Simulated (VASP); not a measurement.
## ZnS: single point with PBE

The system is ZnS.

```
Zn S
1.0
     0.00000    2.64020    2.75816
     2.64020    0.00000    2.75816
     2.64020    2.64020    0.00000
Zn S
1 1
Direct
  0.00000 0.00000 0.00000
  0.25000 0.25000 0.25000
```

This cell differs from its parent crystal: epitaxial xy strain -2.0%.

```yaml
Program: VASP 6.6.1
Task: single point
Functional: PBE
Potentials_or_basis: VASP PAW PBE potentials, release 64 (Zn, S)
Cutoff: 520 eV
k_mesh: 8 × 8 × 8
Occupations: fermi-dirac, width 0.02 eV
Spin: no spin polarisation
```

The pressure is 3.8 GPa and the band gap on the k mesh is 2.17 eV, direct.

Stress tensor (GPa, compression positive):
```
4.43 0.00 0.00
0.00 4.43 0.00
0.00 0.00 2.56
```

Levels at points of the mesh, in eV from the valence-band top:
```tsv
k point	band 5	band 6	band 7	band 8	band 9	band 10	band 11	band 12	band 13	band 14
(0.00, 0.00, 0.00)	-5.98	-5.96	-0.17	0.00	0.00	2.17	6.33	6.34	6.34	11.29
(0.50, 0.00, 0.00)	-5.94	-5.76	-5.50	-1.08	-0.83	3.28	6.71	7.06	8.93	12.21
(0.50, 0.50, 0.00)	-5.89	-5.79	-4.88	-2.21	-2.21	3.46	4.30	10.77	12.15	12.15
(0.50, 0.00, 0.50)	-5.89	-5.72	-4.62	-2.49	-2.39	3.22	3.88	11.25	11.81	12.13
```

Run time: 26 s on 1 thread of Intel(R) Xeon(R) Platinum 8488C (Sapphire Rapids), with other jobs on the host, peak memory 0.17 GiB.

Caveat: the cell differs from its parent crystal (epitaxial xy strain -2.0%).
